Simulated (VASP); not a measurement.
GaP (rocksalt type), 2 atoms in the cell. Symmetry: Fm-3m, No. 225, cubic system. Conventional cell: a = 5.073 Å, b = 5.073 Å, c = 5.073 Å, α = 90.00°, β = 90.00°, γ = 90.00°. Within 3.3 Å of Ga (site symmetry m-3m) lie 6 P at 2.54 Å. Within 3.3 Å of P (site symmetry m-3m) lie 6 Ga at 2.54 Å.  This cell differs from its parent crystal: volume scaled by 0.95.

```yaml
Program: VASP 6.6.1
Task: single point
Functional: PBE
Potentials_or_basis: VASP PAW PBE potentials, release 64 (Ga_d, P)
Cutoff: 520 eV
k_mesh: 12 × 12 × 12
Occupations: fermi-dirac, width 0.05 eV
Spin: no spin polarisation
Dipole_correction: no
Further_INCAR_settings: ALGO = Normal; EDIFF = 1e-06; NBANDS = 16
```

Potentials or basis: VASP PAW PBE potentials, release 64 (Ga_d, P).

Run with:

```bash
$ cat potpaw_PBE.64/Ga_d/POTCAR potpaw_PBE.64/P/POTCAR > POTCAR
$ mpirun -np 1 vasp_std > vasp.out
```

Hardware: 1 thread of Intel(R) Xeon(R) 6975P-C (Granite Rapids), with other jobs on the host.

Question: Estimate the wall time of this run.

Answer: Wall time 15 s on 1 thread of Intel(R) Xeon(R) 6975P-C (Granite Rapids) (shared host), peak memory 0.17 GiB. Counts: scf iterations 12, k points 72.
